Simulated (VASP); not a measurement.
Input of a VASP 6.6.1 run:

Contents of INCAR:

```
PREC = Accurate
ENCUT = 520
EDIFF = 1E-7
ISMEAR = -1
SIGMA = 0.15
LREAL = F
LASPH = T
NELM = 100
ALGO = Normal
ISIF = 2
LWAVE = F
LCHARG = F
GGA = PS
NBANDS = 32
```

KPOINTS

```
regular mesh
0
Gamma
  10 10 3
```

The input POSCAR:

```
Cu3Ge
1.0
    2.7283738300      0.0000000000      0.0000000000
   -1.3641869200      2.3628410500      0.0000000000
    0.0000000000      0.0000000000      8.2694850000
Cu Ge
3 1
Direct
    0.0000000000      0.0000000000      0.5000000000
    0.6666666667      0.3333333333      0.7423080000
    0.6666666667      0.3333333333      0.2576920000
    0.0000000000      0.0000000000      0.0000000000
```

Potentials or basis: VASP PAW PBE potentials, release 64 (Cu, Ge_d).

Run with:

```bash
$ cat potpaw_PBE.64/Cu/POTCAR potpaw_PBE.64/Ge_d/POTCAR > POTCAR
$ mpirun -np 1 vasp_std > vasp.out
```

Question: What does it give for the largest force?

Answer: 0.092 eV/Å.

Question: Predict the pressure.

Answer: -4.9 GPa.

Forces on the atoms (eV/Å):
```
Cu   0.000  0.000  0.000
Cu   0.000  0.000 -0.092
Cu   0.000  0.000  0.092
Ge   0.000  0.000  0.000
```

Caveat: the PAW data sets were made with another functional, which shifts forces and pressure a little.
